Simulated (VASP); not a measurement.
Here is a VASP 6.6.1 calculation.

File INCAR:

```
PREC = Accurate ; ENCUT = 520
EDIFF = 1E-6 ; ISMEAR = -1
SIGMA = 0.02 ; LREAL = F
LASPH = T ; NELM = 60
ALGO = Normal ; ISIF = 2
LWAVE = F ; LCHARG = F
GGA = PE ; NBANDS = 27
```

The input KPOINTS:

```
Automatic mesh
0
Gamma
  6 6 6
```

File POSCAR:

```
BaHfO3
1.0
    4.1770587708      0.0000000000      0.0000000000
    0.0000000000      4.1770587708      0.0000000000
    0.0000000000      0.0000000000      4.3023705340
Ba Hf O
1 1 3
Direct
    0.0000000000      0.0000000000      0.0000000000
    0.5000000000      0.5000000000      0.5000000000
    0.5000000000      0.5000000000      0.0000000000
    0.5000000000      0.0000000000      0.5000000000
    0.0000000000      0.5000000000      0.5000000000
```

Potentials or basis: VASP PAW PBE potentials, release 64 (Ba_sv, Hf_pv, O).

Launch:

```bash
$ cat potpaw_PBE.64/Ba_sv/POTCAR potpaw_PBE.64/Hf_pv/POTCAR potpaw_PBE.64/O/POTCAR > POTCAR
$ mpirun -np 1 vasp_std > vasp.out
```

(1) What does it give for the pressure?

(2) Estimate the band gap on the k mesh.

## Answers

(1) -1.7 GPa.

(2) 3.44 eV (least direct gap 3.70 eV).

Caveat: the cell differs from its parent crystal (uniaxial z strain +3.0%); the stress differs along the axes, from -6 to 0 GPa; spin-orbit coupling is left out, which moves the levels of the heavy elements.
